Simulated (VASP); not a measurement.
Input of a VASP 6.6.1 run:

Contents of INCAR:

```
SYSTEM = Si
ALGO = Normal
EDIFF = 1E-6
ENCUT = 520
GGA = PE
ISIF = 2
ISMEAR = 0
LASPH = .TRUE.
LCHARG = .FALSE.
LREAL = Auto
LWAVE = .FALSE.
NBANDS = 43
NELM = 80
PREC = Accurate
SIGMA = 0.02
```

File KPOINTS:

```
k-points
0
G
  2 2 2
  0 0 0
```

File POSCAR:

```
Si
1.0
    0.0000000000      5.4700937548     -5.4700937548
    5.4700937548      5.4700937548      0.0000000000
    5.4700937548      0.0000000000     -5.4700937548
Si
15
Direct
    0.2185864728     -0.1557593961      0.2185864728
    0.1269757944      0.6361901013      0.1269757944
    0.6276067932      0.1184469644      0.1263393337
    0.6098583771      0.6361901013      0.1269757944
    0.1263393337      0.1184471472      0.6276067932
    0.1269758858      0.6361900099      0.6098582857
    0.6276067018      0.1184470558      0.6276068846
    0.6259952121      0.6220146587      0.6259950292
    0.2539298342      0.2531740884      0.2539300170
    0.7525802453      0.7440220739      0.2508175475
    0.7389659449      0.2531740884      0.2539300170
    0.2508176389      0.7440221653      0.7525801539
    0.2539300170      0.2531740884      0.7389659449
    0.7525801539      0.7440221653      0.7525801539
    0.7510017532      0.2469948525      0.7510017532
```

Potentials or basis: VASP PAW PBE potentials, release 64 (Si).

Launch:

```console
$ cat potpaw_PBE.64/Si/POTCAR > POTCAR
$ mpirun -np 1 vasp_std > vasp.out
```

Task: What does it give for the band gap on the k mesh?

Result: Zero (band 30 reaches 5.81 eV, above the bottom of band 31 at 5.57 eV).

Task: What does it give for the largest force?

Result: 0.924 eV/Å.

Task: Predict the pressure.

Result: -2.5 GPa.

Stress tensor (GPa, compression positive):
```
-2.52 -1.01 -1.01
-1.01 -2.52 -1.01
-1.01 -1.01 -2.52
```

Caveat: the k points lie up to 0.50 Å⁻¹ apart.
